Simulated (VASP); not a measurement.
Wanted: the native input for a VASP 6.6.1 run.

| Property | Result |
| --- | --- |
| Task | single point |
| Functional | LDA |
| Potentials or basis | VASP PAW LDA potentials, release 64 (Pt, Al) |
| Cutoff | 520 eV |
| k mesh | 8 × 8 × 8 |
| Occupations | fermi-dirac, width 0.05 eV |
| Spin | no spin polarisation |
| Dipole correction | no |
| Further INCAR settings | ALGO = Normal; EDIFF = 1e-06; NBANDS = 15 |

The structure of Al2Pt lies in POSCAR:

```
Al2Pt
1.0
    0.0000000000      2.9745701068      2.9745701068
    2.9745701068      0.0000000000      2.9745701068
    2.9745701068      2.9745701068      0.0000000000
Pt Al
1 2
Direct
    0.0000000000      0.0000000000      0.0000000000
    0.7500000000      0.7500000000      0.7500000000
    0.2500000000      0.2500000000      0.2500000000
```

This cell differs from its parent crystal: volume scaled by 1.02.

The input as run:

INCAR

```
SYSTEM = Al2Pt
PREC = Accurate ; ENCUT = 520
EDIFF = 1E-6 ; ISMEAR = -1
SIGMA = 0.05 ; LREAL = .False.
LASPH = .True. ; NELM = 100
ALGO = Normal ; ISIF = 2
LWAVE = .False. ; LCHARG = .True.
GGA = CA ; LELF = .True.
LVHAR = .True. ; NBANDS = 15
```

KPOINTS

```
regular mesh
0
Gamma
  8 8 8
  0 0 0
```

Potentials or basis: VASP PAW LDA potentials, release 64 (Pt, Al).

The run is started by

```sh
$ cat potpaw_LDA.64/Pt/POTCAR potpaw_LDA.64/Al/POTCAR > POTCAR
$ mpirun -np 1 vasp_std > vasp.out
```

Results of the run:

* Pressure: -6.0 GPa
* Band gap on the k mesh: zero (band 8 reaches 11.29 eV, above the bottom of band 9 at 5.92 eV)

Caveat: spin-orbit coupling is left out, which moves the levels of the heavy elements.

Run time: 6.5 s on 1 thread of Intel(R) Xeon(R) 6975P-C (Granite Rapids) (shared host), peak memory 0.16 GiB.
